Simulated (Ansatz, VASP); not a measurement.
One calculation of I, two programs

```xyz
1
Lattice="0.0000 2.3813 3.9357 2.2068 0.0000 3.9357 2.2068 2.3813 0.0000" Properties=species:S:1:pos:R:3 pbc="T T T"
I     0.0000    0.0000    0.0000
```

Alike in both runs: task single point; functional LDA; k mesh 9 × 9 × 9; occupations fermi-dirac, width 0.05 eV; no spin polarisation.

```csv
,VASP,Ansatz
version,VASP 6.6.1,Ansatz 0.2.0
potentials or method,"VASP PAW LDA potentials, release 64 (I)",Ansatz PAW
plane-wave cutoff (eV),520,420
valence electrons in the cell,7,17
```

|  | VASP | Ansatz | Ansatz less VASP |
| --- | --- | --- | --- |
| gap on the k mesh at the Fermi level (eV) | none | none | - |
| pressure (GPa) | -2.7 | -2.7 | 0.00 |
| traceless stress, the component that is largest in VASP (GPa) | 1.60 | 1.61 | +0.008 |

LDA's correlation is that of Perdew and Zunger in VASP and of Perdew and Wang (1992) in Ansatz. A gap of «none» marks a metal or a gap that the smearing closes. VASP's potentials hold 7 valence electrons a cell and Ansatz's 17, so a difference there can come from the potentials and not from the codes.

Neither program's run includes spin-orbit coupling.
